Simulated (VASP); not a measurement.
# ZnO (Pm-3m) in VASP: further runs, part 2 of 2

VASP 6.6.1. The steps go on from the part before.

### Step 3. Single point, PBE

Input file INCAR:

```
SYSTEM = ZnO
PREC = Accurate
ENCUT = 600
EDIFF = 1E-6
ISMEAR = 1
SIGMA = 0.2
LREAL = .FALSE.
LASPH = .TRUE.
NELM = 120
ALGO = Normal
ISIF = 2
LWAVE = .FALSE.
LCHARG = .FALSE.
GGA = PE
NBANDS = 16
GGA_COMPAT = .FALSE.
```

Input file KPOINTS:

```
Automatic mesh
0
G
  6 6 6
  0 0 0
```

Input file POSCAR:

```
ZnO
1.0
    2.6461709590      0.0000000000      0.0000000000
    0.0000000000      2.6461709590      0.0000000000
    0.0000000000      0.0000000000      2.6461709590
Zn O
1 1
Direct
    0.0000000000      0.0000000000      0.0000000000
    0.5000000000      0.5000000000      0.5000000000
```

Potentials or basis: VASP PAW PBE potentials, release 64 (Zn, O).

Launch:

```
$ cat potpaw_PBE.64/Zn/POTCAR potpaw_PBE.64/O/POTCAR > POTCAR
$ mpirun -np 1 vasp_std > vasp.out
```

OUTCAR:

```text
SYSTEM = ZnO
   PREC = Accurate
   ENCUT = 600
   EDIFF = 1E-6
   ISMEAR = 1
   LREAL = .FALSE.
   LASPH = .TRUE.
   NELM = 120
   ISIF = 2
   GGA = PE

 ion  position               nearest neighbor table
   1  0.000  0.000  0.000-   2 2.29   2 2.29   2 2.29   2 2.29   2 2.29   2 2.29   2 2.29   2 2.29

   2  0.500  0.500  0.500-   1 2.29   1 2.29   1 2.29   1 2.29   1 2.29   1 2.29   1 2.29   1 2.29

  LATTYP: Found a simple cubic cell.
 ALAT       =     2.6461709590

  Lattice vectors:

 A1 = (   2.6461709590,   0.0000000000,   0.0000000000)
 A2 = (   0.0000000000,   2.6461709590,   0.0000000000)
 A3 = (   0.0000000000,   0.0000000000,   2.6461709590)

Analysis of symmetry for initial positions (statically):
=====================================================================
 Subroutine PRICEL returns:
 Original cell was already a primitive cell.

 Routine SETGRP: Setting up the symmetry group for a
 simple cubic supercell.

 Subroutine GETGRP returns: Found 48 space group operations
 (whereof 48 operations were pure point group operations)
 out of a pool of 48 trial point group operations.

The static configuration has the point symmetry O_h .

Analysis of symmetry for dynamics (positions and initial velocities):
=====================================================================
 Subroutine PRICEL returns:
 Original cell was already a primitive cell.

 Routine SETGRP: Setting up the symmetry group for a
 simple cubic supercell.

 Subroutine GETGRP returns: Found 48 space group operations
 (whereof 48 operations were pure point group operations)
 out of a pool of 48 trial point group operations.

The dynamic configuration has the point symmetry O_h .

 Subroutine INISYM returns: Found 48 space group operations
 (whereof 48 operations are pure point group operations),
 and found     1 'primitive' translations

----------------------------------------------------------------------------------------

[... 106 lines left out ...]
     AMIX     =   0.40;   BMIX     =  1.00
     AMIX_MAG =   1.60;   BMIX_MAG =  1.00
  volume/ion in A,a.u.               =       9.26        62.52
  Fermi-wavevector in a.u.,A,eV,Ry     =   1.621366  3.063938 35.767379  2.628828
  Thomas-Fermi vector in A             =   2.715154
   LORBIT       =      0    0 simple, 1 ext, 2 COOP (PROOUT), +10 PAW based schemes
   GGA     = PE    functional components
   LHFCALC =     F    Hartree Fock is set to
   AEXX    =    0.0000 exact exchange contribution
   IVDW    =     0    specifies the selected vdW correction
   LEPSILON=     F    determine dielectric tensor
   LRPA    =     F    only Hartree local field effects (RPA)
 non-spin polarized calculation
 Methfessel and Paxton  Order N= 1 SIGMA  =   0.20
  energy-cutoff  :      600.00
  volume of cell :       18.53
 maximum number of plane-waves:       630
 NGX is ok and might be reduce to    24
   NGX = 11   NGY = 11   NGZ = 11

 number of electron      18.0000016 magnetization

 Free energy of the ion-electron system (eV)
  ---------------------------------------------------
  ext. energy  EPLUGINS =         0.00000000
  ---------------------------------------------------
  free energy    TOTEN  =        -7.45929927 eV

  energy without entropy =       -7.46261709  energy(sigma->0) =       -7.46040521

 E-fermi :   3.6519     XC(G=0): -12.7724

 val. band max:        3.5818251635   @ k =   0.5000   0.0000   0.0000
 cond. band min:       5.0636635864   @ k =   0.1667   0.0000   0.0000
 fundamental gap:      1.4818384229
 Fermi energy:         3.6518781378

 k-point     1 :       0.0000    0.0000    0.0000
  band No.  band energies     occupation
      1     -15.2727      2.00000
      2      -2.9776      2.00000
      3      -2.9776      2.00000
      4      -1.7786      2.00000
      5      -1.7786      2.00000
      6      -1.7786      2.00000
[... 357 lines left out ...]
      3      -3.7580      2.00000
      4      -3.7580      2.00000
      5      -1.4868      2.00000
      6      -1.4868      2.00000
[... 8 lines left out ...]
     15      24.9187      0.00000
     16      24.9187      0.00000

------------------------ aborting loop because EDIFF is reached ----------------------------------------

  FORCE on cell =-STRESS in cart. coord.  units (eV):
  Direction    XX          YY          ZZ          XY          YZ          ZX
  --------------------------------------------------------------------------------------
  -------------------------------------------------------------------------------------
  Total        1.0485799      1.0485799      1.0485799     -0.0000000     -0.0000000      0.0000000
  in kB       90.6689098     90.6689098     90.6689098     -0.0000000     -0.0000000      0.0000000
  external PRESSURE =      90.6689098 kB  Pullay stress =       0.0000000 kB

 VOLUME and BASIS-vectors are now :
 -----------------------------------------------------------------------------
  energy-cutoff  :      600.00
  volume of cell :       18.53
      direct lattice vectors                 reciprocal lattice vectors
     2.646170959  0.000000000  0.000000000     0.377904533  0.000000000  0.000000000
     0.000000000  2.646170959  0.000000000     0.000000000  0.377904533  0.000000000
     0.000000000  0.000000000  2.646170959     0.000000000  0.000000000  0.377904533

 POSITION                                       TOTAL-FORCE (eV/Angst)
 -----------------------------------------------------------------------------------
      0.00000      0.00000      0.00000         0.000000      0.000000      0.000000
      1.32309      1.32309      1.32309         0.000000      0.000000      0.000000
 -----------------------------------------------------------------------------------
    total drift:                                0.000000      0.000000     -0.000000

  FREE ENERGIE OF THE ION-ELECTRON SYSTEM (eV)
  ---------------------------------------------------
  free  energy   TOTEN  =        -7.4592992706 eV

  energy  without entropy=       -7.4626170892  energy(sigma->0) =       -7.46040521
```

OSZICAR:

```text
N       E                     dE             d eps       ncg     rms          rms(c)
DAV:   1     0.953566497770E+02    0.95357E+02   -0.10874E+04   696   0.198E+03
DAV:   2    -0.483663653381E+01   -0.10019E+03   -0.89380E+02   744   0.316E+02
DAV:   3    -0.920618503285E+01   -0.43695E+01   -0.43532E+01   696   0.663E+01
DAV:   4    -0.922454688721E+01   -0.18362E-01   -0.18361E-01   736   0.422E+00
DAV:   5    -0.922459741192E+01   -0.50525E-04   -0.50525E-04   736   0.213E-01    0.866E+00
DAV:   6    -0.751291820331E+01    0.17117E+01   -0.30126E+00   840   0.622E+01    0.613E+00
DAV:   7    -0.748963657801E+01    0.23282E-01   -0.57839E-01   656   0.117E+01    0.319E+00
DAV:   8    -0.746204332344E+01    0.27593E-01   -0.75924E-02   672   0.254E+00    0.639E-01
DAV:   9    -0.745926184212E+01    0.27815E-02   -0.34966E-03   880   0.116E+00    0.967E-02
DAV:  10    -0.745928713207E+01   -0.25290E-04   -0.73754E-04   680   0.231E-01    0.527E-02
DAV:  11    -0.745930042730E+01   -0.13295E-04   -0.21933E-05   736   0.457E-02    0.575E-03
DAV:  12    -0.745929940017E+01    0.10271E-05   -0.92844E-07   504   0.150E-02    0.194E-03
DAV:  13    -0.745929927063E+01    0.12954E-06   -0.28534E-07   440   0.613E-03
   1 F= -.74592993E+01 E0= -.74604052E+01  d E =0.331782E-02
```

It used 11 s of CPU time on 1 thread of AMD EPYC 7R13 Processor (Zen 3), with other jobs on the host.

What came out:

```
Free energy            : -7.4593 eV
Pressure               : 9.1 GPa
Band gap on the k mesh : zero (band 9 reaches 3.58 eV, above the bottom of band 10 at 2.98 eV)
```

Levels at points of the mesh, in eV from the Fermi level:
| k point | band 6 | band 7 | band 8 | band 9 | band 10 | band 11 | band 12 | band 13 |
| --- | --- | --- | --- | --- | --- | --- | --- | --- |
| (0.00, 0.00, 0.00) | -5.43 | -1.37 | -1.37 | -1.37 | -0.67 | 14.29 | 14.29 | 17.93 |
| (0.50, 0.00, 0.00) | -5.39 | -4.59 | -0.07 | -0.07 | 5.22 | 6.78 | 15.97 | 15.97 |
| (0.50, 0.50, 0.00) | -5.21 | -5.21 | -5.16 | -0.26 | 2.70 | 10.35 | 10.35 | 16.07 |
| (0.50, 0.50, 0.50) | -5.14 | -1.48 | -1.48 | -1.48 | 5.48 | 5.48 | 5.48 | 9.84 |

Caveat: the k points lie up to 0.40 Å⁻¹ apart.

### Step 4. Single point, PBE

Input file INCAR:

```
SYSTEM = ZnO
ALGO = Normal
EDIFF = 1E-6
ENCUT = 600
GGA = PE
GGA_COMPAT = .False.
ISIF = 2
ISMEAR = -1
LASPH = .True.
LCHARG = .True.
LELF = .True.
LREAL = .False.
LVHAR = .True.
LWAVE = .False.
NBANDS = 16
NELM = 120
PREC = Accurate
SIGMA = 0.05
```

Input file KPOINTS:

```
k-points
0
Gamma
  6 6 6
  0 0 0
```

POSCAR is that of step 3.

Launch:

```
$ cat potpaw_PBE.64/Zn/POTCAR potpaw_PBE.64/O/POTCAR > POTCAR
$ mpirun -np 1 vasp_std > vasp.out
```

It used 12 s of CPU time on 1 thread of AMD EPYC 7R13 Processor (Zen 3) (shared host).

The run converged. Its results:

| Item | Value |
| --- | --- |
| Free energy | -7.4619 eV |
| Pressure | 9.1 GPa |
| Band gap on the k mesh | zero (band 9 reaches 3.58 eV, above the bottom of band 10 at 2.98 eV) |

Levels at points of the mesh, in eV from the Fermi level:
```
           k point  band 5  band 6  band 7  band 8  band 9  band 10  band 11  band 12  band 13  band 14
(0.00, 0.00, 0.00)   -5.48   -5.48   -1.42   -1.42   -1.42    -0.73    14.24    14.24    17.87    17.87
(0.50, 0.00, 0.00)   -6.14   -5.44   -4.63   -0.12   -0.12     5.17     6.73    15.92    15.92    17.28
(0.50, 0.50, 0.00)   -5.68   -5.27   -5.27   -5.21   -0.32     2.65    10.30    10.30    16.02    21.63
(0.50, 0.50, 0.50)   -5.19   -5.19   -1.53   -1.53   -1.53     5.42     5.42     5.42     9.79    21.22
```

Caveat: the k points lie up to 0.40 Å⁻¹ apart.

### Step 5. Single point, PBE

Input file INCAR:

```
PREC = Accurate
ENCUT = 600
EDIFF = 1E-6
ISMEAR = -1
SIGMA = 0.2
LREAL = F
LASPH = T
NELM = 120
ALGO = Normal
ISIF = 2
LWAVE = F
LCHARG = T
GGA = PE
LELF = T
LVHAR = T
NBANDS = 16
GGA_COMPAT = F
```

Input file KPOINTS:

```
regular mesh
0
Gamma
  6 6 6
```

POSCAR is that of step 4.

Launch:

```
$ cat potpaw_PBE.64/Zn/POTCAR potpaw_PBE.64/O/POTCAR > POTCAR
$ mpirun -np 1 vasp_std > vasp.out
```

It used 11 s of CPU time on 1 thread of AMD EPYC 7R13 Processor (Zen 3) (shared host).

It converged, with:

```yaml
Free_energy: -7.4691 eV
Pressure: 9.2 GPa
Band_gap_on_the_k_mesh: zero (band 9 reaches 3.58 eV, above the bottom of band 10 at 2.98 eV)
```

Levels at points of the mesh, in eV from the Fermi level:
```csv
k point,band 5,band 6,band 7,band 8,band 9,band 10,band 11,band 12,band 13,band 14
"(0.00, 0.00, 0.00)",-6.06,-6.06,-2.01,-2.01,-2.01,-1.31,13.65,13.65,17.29,17.29
"(0.50, 0.00, 0.00)",-6.73,-6.02,-5.22,-0.71,-0.71,4.59,6.14,15.33,15.33,16.70
"(0.50, 0.50, 0.00)",-6.27,-5.85,-5.85,-5.79,-0.90,2.06,9.71,9.71,15.44,21.05
"(0.50, 0.50, 0.50)",-5.77,-5.77,-2.11,-2.11,-2.11,4.84,4.84,4.84,9.21,20.63
```

Caveat: the k points lie up to 0.40 Å⁻¹ apart.

### Step 6. Summary

```csv
smearing,gap on the mesh (eV),pressure (GPa)
methfessel-paxton 0.5 eV,none,9.1
methfessel-paxton 0.2 eV,none,9.1
fermi-dirac 0.05 eV,none,9.1
fermi-dirac 0.2 eV,none,9.2
```

Alike in all rows: task single point; level PBE; potentials or basis VASP PAW PBE potentials, release 64 (Zn, O); no spin polarisation; cell as given; k mesh 6 × 6 × 6; cutoff (eV) 600.

Caveats: all runs use coarse meshes.

Absolute energies hang on the potentials; compare differences alone.
